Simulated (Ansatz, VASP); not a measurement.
**SiC20: VASP beside Ansatz**

File INCAR:

```
PREC = Accurate
ENCUT = 520
EDIFF = 1E-7
ISMEAR = 0
SIGMA = 0.1
LREAL = Auto
LASPH = T
NELM = 80
ALGO = Normal
ISIF = 2
LWAVE = F
LCHARG = F
LDIPOL = T
IDIPOL = 3
DIPOL = 0.5 0.5 0.306
GGA = PE
IVDW = 12
NBANDS = 58
```

Contents of KPOINTS:

```
Automatic mesh
0
Gamma
  6 4 1
```

The input POSCAR:

```
SiC20
1.0
    4.9300510483      0.0000000000      0.0000000000
   -1.2325127621      7.0736882673      0.0000000000
    0.0000000000      0.0000000000     22.1293523549
C Si
20 1
Direct
    0.3858166895      0.5432667578      0.1807554029
    0.8858166895      0.5432667578      0.1807554029
    0.2722014076      0.0888056305      0.2267404590
    0.7722014076      0.0888056305      0.2267404590
    0.4009962183      0.6039848731      0.2420688497
    0.9009962183      0.6039848731      0.2420688497
    0.0297911243      0.1191644973      0.2573972018
    0.5297911243      0.1191644973      0.2573972018
    0.1585861258      0.6343445031      0.2727255152
    0.6585861258      0.6343445031      0.2727255152
    0.0461074868      0.1844301691      0.3199090572
    0.5461074868      0.1844301691      0.3199090572
    0.1537589873      0.6150359018      0.3368154657
    0.6537589873      0.6150359018      0.3368154657
    0.3084764848      0.2339064522      0.3480645378
    0.8084764848      0.2339064522      0.3480645378
    0.3880568074      0.5522270554      0.3629961795
    0.8880568074      0.5522270554      0.3629961795
    0.3445502047      0.3782016492      0.3944694004
    0.8445502047      0.3782016492      0.3944694004
    0.4695502047      0.3782016492      0.5481114928
```

Input for Ansatz:

```yaml
crystal:
  lattice:
    - [4.9300510483, 0.0, 0.0]
    - [-1.2325127621, 7.0736882673, 0.0]
    - [0.0, 0.0, 22.1293523549]
  atoms:
    - { symbol: C, position: [0.3858166895, 0.5432667578, 0.1807554029] }
    - { symbol: C, position: [0.8858166895, 0.5432667578, 0.1807554029] }
    - { symbol: C, position: [0.2722014076, 0.0888056305, 0.226740459] }
    - { symbol: C, position: [0.7722014076, 0.0888056305, 0.226740459] }
    - { symbol: C, position: [0.4009962183, 0.6039848731, 0.2420688497] }
    - { symbol: C, position: [0.9009962183, 0.6039848731, 0.2420688497] }
    - { symbol: C, position: [0.0297911243, 0.1191644973, 0.2573972018] }
    - { symbol: C, position: [0.5297911243, 0.1191644973, 0.2573972018] }
    - { symbol: C, position: [0.1585861258, 0.6343445031, 0.2727255152] }
    - { symbol: C, position: [0.6585861258, 0.6343445031, 0.2727255152] }
    - { symbol: C, position: [0.0461074868, 0.1844301691, 0.3199090572] }
    - { symbol: C, position: [0.5461074868, 0.1844301691, 0.3199090572] }
    - { symbol: C, position: [0.1537589873, 0.6150359018, 0.3368154657] }
    - { symbol: C, position: [0.6537589873, 0.6150359018, 0.3368154657] }
    - { symbol: C, position: [0.3084764848, 0.2339064522, 0.3480645378] }
    - { symbol: C, position: [0.8084764848, 0.2339064522, 0.3480645378] }
    - { symbol: C, position: [0.3880568074, 0.5522270554, 0.3629961795] }
    - { symbol: C, position: [0.8880568074, 0.5522270554, 0.3629961795] }
    - { symbol: C, position: [0.3445502047, 0.3782016492, 0.3944694004] }
    - { symbol: C, position: [0.8445502047, 0.3782016492, 0.3944694004] }
    - { symbol: Si, position: [0.4695502047, 0.3782016492, 0.5481114928] }
basis:
  ecutwfc: 420
kpoints:
  mp_grid: { grid: [6, 4, 1] }
hamiltonian:
  xc: pbe
  pseudopotentials: { kind: paw, azcp: { folder: soft_1 } }
  dispersion: d3bj
scf:
  occupations: { method: gaussian, width: 0.1 }
output:
  forces: true
  eigenvalues: true
efield:
  axis: 3
  dipole_correction: true
  ramp_width: 0.04
```

Alike in both runs: task single point; functional PBE; dispersion D3(BJ); k mesh 6 × 4 × 1; occupations gaussian, width 0.1 eV; no spin polarisation.

|  | VASP | Ansatz |
| --- | --- | --- |
| version | VASP 6.6.1 | Ansatz 0.2.0 |
| potentials or method | VASP PAW PBE potentials, release 64 (C, Si), cutoff 520 eV | scalar-relativistic, plane waves, PAW |
| valence electrons in the cell | 84 | 84 |

```csv
,VASP,Ansatz,Ansatz less VASP
gap on the k mesh at the Fermi level (eV),none,none,-
rms of the force components (eV/Å),0.727,0.735,+0.0088
```

Atom by atom the forces differ by 0.020 eV/Å (rms over components). A gap of «none» marks a metal or a gap that the smearing closes. Ansatz's warnings: vacuum below fermi.
